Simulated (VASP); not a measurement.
# Ag (Im-3m) in VASP: a series of runs

The runs below take Ag through relaxation of cell and atoms, single point, with RPBE, BLYP, LDA, RPBE+D3(BJ), PBE+D3(BJ).

Everything below comes from runs of VASP 6.6.1. Logs are shortened: lines on timing, memory, paths and dates and some standing lists are left out, and cuts for length are marked.

### Step 1. The cell of the first run

Symmetry: Im-3m, No. 229, cubic system. Conventional cell: a = 3.311 Å, b = 3.311 Å, c = 3.311 Å, α = 90.00°, β = 90.00°, γ = 90.00°. Within 3.8 Å of Ag (site symmetry m-3m) lie 14 Ag at 2.87 to 3.31 Å.

### Step 2. Relaxation of cell and atoms, RPBE

Input file INCAR:

```
SYSTEM = Ag
  ALGO = Normal
  EDIFF = 1E-6
  EDIFFG = -0.01
  ENCUT = 600
  GGA = RP
  IBRION = 2
  ISIF = 3
  ISMEAR = -1
  LASPH = .True.
  LCHARG = .False.
  LREAL = .False.
  LWAVE = .False.
  NELM = 60
  NSW = 60
  PREC = Accurate
  SIGMA = 0.05
```

Input file KPOINTS:

```
k-points
0
Gamma
  11 11 11
  0 0 0
```

Input file POSCAR:

```
Ag
1.0
   -1.6556540000      1.6556540000      1.6556540000
    1.6556540000     -1.6556540000      1.6556540000
    1.6556540000      1.6556540000     -1.6556540000
Ag
1
Direct
    0.0000000000      0.0000000000      0.0000000000
```

Potentials or basis: VASP PAW PBE potentials, release 64 (Ag).

The run is started by

```bash
$ cat potpaw_PBE.64/Ag/POTCAR > POTCAR
$ mpirun -np 1 vasp_std > vasp.out
```

OUTCAR:

```text
SYSTEM = Ag
   EDIFF = 1E-6
   EDIFFG = -0.01
   ENCUT = 600
   GGA = RP
   IBRION = 2
   ISIF = 3
   ISMEAR = -1
   LASPH = .True.
   LREAL = .False.
   NELM = 60
   NSW = 60
   PREC = Accurate

 ion  position               nearest neighbor table
   1  0.000  0.000  0.000-

  LATTYP: Found a body centered cubic cell.
 ALAT       =     3.3113080000

  Lattice vectors:

 A1 = (  -1.6556540000,   1.6556540000,   1.6556540000)
 A2 = (   1.6556540000,  -1.6556540000,   1.6556540000)
 A3 = (   1.6556540000,   1.6556540000,  -1.6556540000)

Analysis of symmetry for initial positions (statically):
=====================================================================
 Subroutine PRICEL returns:
 Original cell was already a primitive cell.

 Routine SETGRP: Setting up the symmetry group for a
 body centered cubic supercell.

 Subroutine GETGRP returns: Found 48 space group operations
[... 9 lines left out ...]

 Routine SETGRP: Setting up the symmetry group for a
 body centered cubic supercell.

 Subroutine GETGRP returns: Found 48 space group operations
[... 11 lines left out ...]
                                     Primitive cell

  volume of cell :      18.1538

  direct lattice vectors                    reciprocal lattice vectors
    -1.655654000  1.655654000  1.655654000     0.000000000  0.301995465  0.301995465
     1.655654000 -1.655654000  1.655654000     0.301995465  0.000000000  0.301995465
     1.655654000  1.655654000 -1.655654000     0.301995465  0.301995465  0.000000000

  length of vectors
     2.867676848  2.867676848  2.867676848     0.427086083  0.427086083  0.427086083

  position of ions in fractional coordinates (direct lattice)
     0.000000000  0.000000000  0.000000000

  ion indices of the primitive-cell ions
   primitive index   ion index
                 1           1

----------------------------------------------------------------------------------------

 KPOINTS: k-points

Automatic generation of k-mesh.
 Grid dimensions read from file:
 generate k-points for:   11   11   11

 Generating k-lattice:

  Cartesian coordinates                     Fractional coordinates (reciprocal lattice)
     0.000000000  0.027454133  0.027454133     0.090909091  0.000000000  0.000000000
     0.027454133  0.000000000  0.027454133     0.000000000  0.090909091  0.000000000
     0.027454133  0.027454133  0.000000000     0.000000000  0.000000000  0.090909091

  Length of vectors
     0.038826008  0.038826008  0.038826008
[... 61 lines left out ...]
   ISYM   =      2    0-nonsym 1-usesym 2-fastsym
   POTIM  = 0.5000    time-step for ionic-motion
   TEBEG  =    0.0;   TEEND  =   0.0 temperature during run
   PSTRESS=    0.0 pullay stress
   NELECT =      11.0000    total number of electrons
   NUPDOWN=      -1.0000    fix difference up-down
   EMIN   =  10.00;   EMAX   =-10.00  energy-range for DOS
   EFERMI =   0.00;   METHOD = LEGACY
   ISMEAR =    -1;   SIGMA  =   0.05  broadening in eV -4-tet -1-fermi 0-gaus
   EFERMI_NEDOS =   21; number of points for ismear=-14 and -15
   IALGO  =     38    algorithm
   IMIX   =      4    mixing-type and parameters
     AMIX     =   0.40;   BMIX     =  1.00
     AMIX_MAG =   1.60;   BMIX_MAG =  1.00
  volume/ion in A,a.u.               =      18.15       122.51
  Fermi-wavevector in a.u.,A,eV,Ry     =   1.385318  2.617871 26.111022  1.919106
  Thomas-Fermi vector in A             =   2.509739
   LORBIT       =      0    0 simple, 1 ext, 2 COOP (PROOUT), +10 PAW based schemes
   GGA     = RP    functional components
   LHFCALC =     F    Hartree Fock is set to
   AEXX    =    0.0000 exact exchange contribution
   IVDW    =     0    specifies the selected vdW correction
   LEPSILON=     F    determine dielectric tensor
   LRPA    =     F    only Hartree local field effects (RPA)
 conjugate gradient relaxation of ions
 non-spin polarized calculation
  energy-cutoff  :      600.00
  volume of cell :       18.15
 maximum number of plane-waves:       621
   NGX = 11   NGY = 11   NGZ = 11

--------------------------------------- Ionic step        1  -------------------------------------------

 number of electron      11.0000001 magnetization

 Free energy of the ion-electron system (eV)
  ---------------------------------------------------
  ext. energy  EPLUGINS =         0.00000000
  ---------------------------------------------------
  free energy    TOTEN  =        -2.17578509 eV

  energy without entropy =       -2.17241944  energy(sigma->0) =       -2.17410226

------------------------ aborting loop because EDIFF is reached ----------------------------------------

  FORCE on cell =-STRESS in cart. coord.  units (eV):
  Direction    XX          YY          ZZ          XY          YZ          ZX
  --------------------------------------------------------------------------------------
  -------------------------------------------------------------------------------------
  Total        0.3236348      0.3236348      0.3236348      0.0000000      0.0000000      0.0000000
  in kB       28.5625526     28.5625526     28.5625526      0.0000000      0.0000000      0.0000000
  external PRESSURE =      28.5625526 kB  Pullay stress =       0.0000000 kB
[... 92 lines left out ...]
--------------------------------------- Ionic step        4  -------------------------------------------

 number of electron      10.9999997 magnetization

 Free energy of the ion-electron system (eV)
  ---------------------------------------------------
  ext. energy  EPLUGINS =         0.00000000
  ---------------------------------------------------
  free energy    TOTEN  =        -2.18132131 eV

  energy without entropy =       -2.17808419  energy(sigma->0) =       -2.17970275

 E-fermi :   7.3117     XC(G=0): -11.4997

 val. band max:        7.2871662049   @ k =  -0.3636   0.4545   0.0909
 cond. band min:       7.5536572629   @ k =  -0.4545   0.4545   0.0909
 fundamental gap:      0.2664910580
 Fermi energy:         7.3116654653

 k-point     1 :       0.0000    0.0000    0.0000
  band No.  band energies     occupation
      1       0.2618      2.00000
      2       2.7056      2.00000
      3       2.7056      2.00000
      4       2.7056      2.00000
      5       3.8334      2.00000
      6       3.8334      2.00000
      7      24.9133      0.00000
      8      24.9133      0.00000
      9      24.9133      0.00000
[... 265 lines left out ...]
 k-point    24 :       0.3636    0.1818    0.0909
  band No.  band energies     occupation
      1       1.9602      2.00000
      2       2.2111      2.00000
      3       3.3435      2.00000
      4       3.8693      2.00000
      5       3.9690      2.00000
      6       9.9757      0.00000
      7      11.3439      0.00000
      8      15.6995      0.00000
      9      18.1563      0.00000

 [... further k-points ...]
[... 5 lines left out ...]
  --------------------------------------------------------------------------------------
  -------------------------------------------------------------------------------------
  Total        0.0080324      0.0080324      0.0080324      0.0000000      0.0000000     -0.0000000
  in kB        0.6852523      0.6852523      0.6852523      0.0000000      0.0000000     -0.0000000
  external PRESSURE =       0.6852523 kB  Pullay stress =       0.0000000 kB
[... 16 lines left out ...]
  FREE ENERGIE OF THE ION-ELECTRON SYSTEM (eV)
  ---------------------------------------------------
  free  energy   TOTEN  =        -2.1813213140 eV

  energy  without entropy=       -2.1780841875  energy(sigma->0) =       -2.17970275

 reached required accuracy - stopping structural energy minimisation
```

Wall time 11 s (1 thread of Intel Xeon Platinum 8488C (Sapphire Rapids), shared host); peak memory 0.14 GiB.

What came out:

```yaml
Free_energy: -2.1813 eV
Relaxed_volume: 18.78 Å³/atom
Relaxed_cell: a = 2.900 Å, b = 2.900 Å, c = 2.900 Å, α = 109.47°, β = 109.47°, γ = 109.47°
Space_group_after_relaxing_to_0.05_Å: Im-3m (No. 229)
Energy_gained_by_relaxing: 5.5 meV/atom
Ionic_steps: 4
Pressure_after_relaxing: 0.1 GPa
```

The path:
```
step  energy change (eV)  largest force (eV/Å)  pressure (GPa)  volume (Å³)
   1              0.0000                0.0000            2.86        18.15
   2             -0.0050                0.0000           -0.81        19.02
   3             -0.0055                0.0000           -0.09        18.80
   4             -0.0055                0.0000            0.07        18.78
```

Final structure:
```
CELL_PARAMETERS angstrom
-1.67448 1.67448 1.67448
1.67448 -1.67448 1.67448
1.67448 1.67448 -1.67448
ATOMIC_POSITIONS crystal
Ag 0.00000 0.00000 0.00000
```

Levels at points of the mesh, in eV from the Fermi level:
```
           k point  band 3  band 4  band 5  band 6  band 7  band 8  band 9
(0.00, 0.00, 0.00)   -4.61   -4.61   -3.48   -3.48   17.60   17.60   17.60
```

Caveat: the PAW data sets were made with another functional, which shifts forces and pressure a little.

### Step 3. Relaxation of cell and atoms, BLYP

Input file INCAR:

```
AGGAC = 1.0 ; AGGAX = 1.0
ALDAC = 0.0 ; ALDAX = 1.0
ALGO = Normal ; EDIFF = 1E-7
EDIFFG = -0.01 ; ENCUT = 600
GGA = B5 ; IBRION = 2
ISIF = 3 ; ISMEAR = -1
LASPH = T ; LCHARG = F
LREAL = F ; LWAVE = F
NELM = 100 ; NSW = 60
PREC = Accurate ; SIGMA = 0.05
```

Input file KPOINTS:

```
k-points
0
Gamma
  11 11 11
```

POSCAR is that of step 2.

Potentials or basis: VASP PAW PBE potentials, release 64 (Ag).

The run is started by

```bash
$ cat potpaw_PBE.64/Ag/POTCAR > POTCAR
$ mpirun -np 1 vasp_std > vasp.out
```

OUTCAR:

```text
EDIFF = 1E-7
   EDIFFG = -0.01
   ENCUT = 600
   GGA = B5
   IBRION = 2
   ISIF = 3
   ISMEAR = -1
   LASPH = T
   LREAL = F
   NELM = 100
   NSW = 60
   PREC = Accurate

 ion  position               nearest neighbor table
   1  0.000  0.000  0.000-

  LATTYP: Found a body centered cubic cell.
 ALAT       =     3.3113080000

  Lattice vectors:

 A1 = (  -1.6556540000,   1.6556540000,   1.6556540000)
 A2 = (   1.6556540000,  -1.6556540000,   1.6556540000)
 A3 = (   1.6556540000,   1.6556540000,  -1.6556540000)

Analysis of symmetry for initial positions (statically):
=====================================================================
 Subroutine PRICEL returns:
 Original cell was already a primitive cell.

 Routine SETGRP: Setting up the symmetry group for a
 body centered cubic supercell.

 Subroutine GETGRP returns: Found 48 space group operations
[... 9 lines left out ...]

 Routine SETGRP: Setting up the symmetry group for a
 body centered cubic supercell.

 Subroutine GETGRP returns: Found 48 space group operations
[... 11 lines left out ...]
                                     Primitive cell

  volume of cell :      18.1538

  direct lattice vectors                    reciprocal lattice vectors
    -1.655654000  1.655654000  1.655654000     0.000000000  0.301995465  0.301995465
     1.655654000 -1.655654000  1.655654000     0.301995465  0.000000000  0.301995465
     1.655654000  1.655654000 -1.655654000     0.301995465  0.301995465  0.000000000

  length of vectors
     2.867676848  2.867676848  2.867676848     0.427086083  0.427086083  0.427086083

  position of ions in fractional coordinates (direct lattice)
     0.000000000  0.000000000  0.000000000

  ion indices of the primitive-cell ions
   primitive index   ion index
                 1           1

----------------------------------------------------------------------------------------

 KPOINTS: k-points

[... 94 lines left out ...]
   AEXX    =    0.0000 exact exchange contribution
   IVDW    =     0    specifies the selected vdW correction
   LEPSILON=     F    determine dielectric tensor
   LRPA    =     F    only Hartree local field effects (RPA)
 conjugate gradient relaxation of ions
 non-spin polarized calculation
  energy-cutoff  :      600.00
  volume of cell :       18.15
 maximum number of plane-waves:       621
   NGX = 11   NGY = 11   NGZ = 11

--------------------------------------- Ionic step        1  -------------------------------------------

 number of electron      11.0000001 magnetization

 Free energy of the ion-electron system (eV)
  ---------------------------------------------------
  ext. energy  EPLUGINS =         0.00000000
  ---------------------------------------------------
  free energy    TOTEN  =        -2.05597047 eV

  energy without entropy =       -2.05276335  energy(sigma->0) =       -2.05436691

------------------------ aborting loop because EDIFF is reached ----------------------------------------

  FORCE on cell =-STRESS in cart. coord.  units (eV):
  Direction    XX          YY          ZZ          XY          YZ          ZX
  --------------------------------------------------------------------------------------
  -------------------------------------------------------------------------------------
  Total        0.6497199      0.6497199      0.6497199     -0.0000000     -0.0000000     -0.0000000
  in kB       57.3413671     57.3413671     57.3413671     -0.0000000     -0.0000000     -0.0000000
  external PRESSURE =      57.3413671 kB  Pullay stress =       0.0000000 kB
[... 57 lines left out ...]
--------------------------------------- Ionic step        3  -------------------------------------------

 number of electron      10.9999999 magnetization

 Free energy of the ion-electron system (eV)
  ---------------------------------------------------
  ext. energy  EPLUGINS =         0.00000000
  ---------------------------------------------------
  free energy    TOTEN  =        -2.07730999 eV

  energy without entropy =       -2.07415551  energy(sigma->0) =       -2.07573275

 E-fermi :   7.2564     XC(G=0): -10.8904

 val. band max:        7.2345560180   @ k =  -0.3636   0.4545   0.0909
 cond. band min:       7.5809854763   @ k =  -0.4545   0.4545   0.0909
 fundamental gap:      0.3464294583
 Fermi energy:         7.2564018208

 k-point     1 :       0.0000    0.0000    0.0000
  band No.  band energies     occupation
      1       0.4374      2.00000
      2       2.6664      2.00000
      3       2.6664      2.00000
      4       2.6664      2.00000
      5       3.7469      2.00000
      6       3.7469      2.00000
      7      24.9579      0.00000
      8      24.9579      0.00000
      9      24.9579      0.00000
[... 265 lines left out ...]
 k-point    24 :       0.3636    0.1818    0.0909
  band No.  band energies     occupation
      1       1.9917      2.00000
      2       2.2324      2.00000
      3       3.3234      2.00000
      4       3.7740      2.00000
      5       3.8695      2.00000
      6       9.9639      0.00000
      7      10.9898      0.00000
      8      15.4397      0.00000
      9      17.9232      0.00000

 [... further k-points ...]
[... 5 lines left out ...]
  --------------------------------------------------------------------------------------
  -------------------------------------------------------------------------------------
  Total        0.0005003      0.0005003      0.0005003     -0.0000000      0.0000000     -0.0000000
  in kB        0.0412418      0.0412418      0.0412418     -0.0000000      0.0000000     -0.0000000
  external PRESSURE =       0.0412418 kB  Pullay stress =       0.0000000 kB
[... 16 lines left out ...]
  FREE ENERGIE OF THE ION-ELECTRON SYSTEM (eV)
  ---------------------------------------------------
  free  energy   TOTEN  =        -2.0773099877 eV

  energy  without entropy=       -2.0741555147  energy(sigma->0) =       -2.07573275

 reached required accuracy - stopping structural energy minimisation
```

OSZICAR:

```text
N       E                     dE             d eps       ncg     rms          rms(c)
DAV:   1     0.508082882876E+02    0.50808E+02   -0.61858E+03  1024   0.123E+03
[... 22 lines left out ...]
DAV:   1    -0.217248189891E+01   -0.97506E-01   -0.17689E+00  1024   0.160E+01    0.199E+00
DAV:   2    -0.207924415705E+01    0.93238E-01   -0.48533E-01  1013   0.738E+00    0.518E-01
DAV:   3    -0.207781318109E+01    0.14310E-02   -0.22969E-03  1042   0.513E-01    0.336E-01
DAV:   4    -0.207731018484E+01    0.50300E-03   -0.68087E-04  1066   0.211E-01    0.212E-02
DAV:   5    -0.207730921025E+01    0.97459E-06   -0.39611E-06  1031   0.213E-02    0.118E-02
DAV:   6    -0.207730994119E+01   -0.73095E-06   -0.10835E-06  1058   0.880E-03    0.983E-04
DAV:   7    -0.207730998767E+01   -0.46482E-07   -0.81720E-09   580   0.929E-04
   3 F= -.20773100E+01 E0= -.20757328E+01  d E =-.213395E-01
```

CONTCAR:

```text
Ag
   1.00000000000000
    -1.6937913940683407    1.6937913940683407    1.6937913940683407
     1.6937913940683407   -1.6937913940683407    1.6937913940683407
     1.6937913940683407    1.6937913940683407   -1.6937913940683407
  Ag
     1
Direct
     0.0000000000000000    0.0000000000000000    0.0000000000000000

  0.00000000E+00  0.00000000E+00  0.00000000E+00
```

Wall time 19 s (1 thread of Intel Xeon Platinum 8488C (Sapphire Rapids), shared host); peak memory 0.15 GiB.

Results:

* Free energy: -2.0773 eV
* Relaxed volume: 19.44 Å³/atom
* Relaxed cell: a = 2.934 Å, b = 2.934 Å, c = 2.934 Å, α = 109.47°, β = 109.47°, γ = 109.47°
* Space group after relaxing (to 0.05 Å): Im-3m (No. 229)
* Energy gained by relaxing: 21.3 meV/atom
* Ionic steps: 3
* Pressure after relaxing: 0.0 GPa

Step by step:
```tsv
step	energy change (eV)	largest force (eV/Å)	pressure (GPa)	volume (Å³)
1	0.0000	0.0000	5.73	18.15
2	-0.0190	0.0000	-1.54	19.91
3	-0.0213	0.0000	0.00	19.44
```

Final structure:
```xyz
1
Lattice="-1.6938 1.6938 1.6938 1.6938 -1.6938 1.6938 1.6938 1.6938 -1.6938" Properties=species:S:1:pos:R:3 pbc="T T T"
Ag    0.0000    0.0000    0.0000
```

Levels at points of the mesh, in eV from the Fermi level:
| k point | band 4 | band 5 | band 6 | band 7 | band 8 | band 9 |
| --- | --- | --- | --- | --- | --- | --- |
| (0.00, 0.00, 0.00) | -4.59 | -3.51 | -3.51 | 17.70 | 17.70 | 17.70 |

Caveat: the PAW data sets were made with another functional, which shifts forces and pressure a little.

### Step 4. Single point, LDA, non-collinear spin, zero start, spin-orbit coupling

Input file INCAR:

```
SYSTEM = Ag
ALGO = Fast
EDIFF = 1E-6
ENCUT = 520
GGA_COMPAT = .False.
ISIF = 2
ISMEAR = -1
LASPH = .True.
LCHARG = .True.
LMAXMIX = 4
LORBIT = 11
LORBMOM = .True.
LREAL = .False.
LSORBIT = .True.
LVHAR = .True.
LWAVE = .False.
MAGMOM = 0 0 0
NBANDS = 22
NELM = 150
PREC = Accurate
SIGMA = 0.05
```

Input file KPOINTS:

```
k-points
0
Gamma
  8 8 8
  0 0 0
```

POSCAR is that of step 3.

Potentials or basis: VASP PAW LDA potentials, release 64 (Ag).

The run is started by

```bash
$ cat potpaw_LDA.64/Ag/POTCAR > POTCAR
$ mpirun -np 1 vasp_ncl > vasp.out
```

Wall time 14 s (1 thread of Intel Xeon Platinum 8488C (Sapphire Rapids), shared host); peak memory 0.17 GiB.

It converged, with:

```
Free energy                                           : -3.6443 eV
Pressure                                              : -11.4 GPa
Net moment                                            : 0.00 μB per cell
Valence electrons inside the program's atomic spheres : Ag 9.81
```

Moments on the atoms (μB; x, y, z):
```
Ag  0.00 0.00 0.00
```

[end of part 1 of 2]
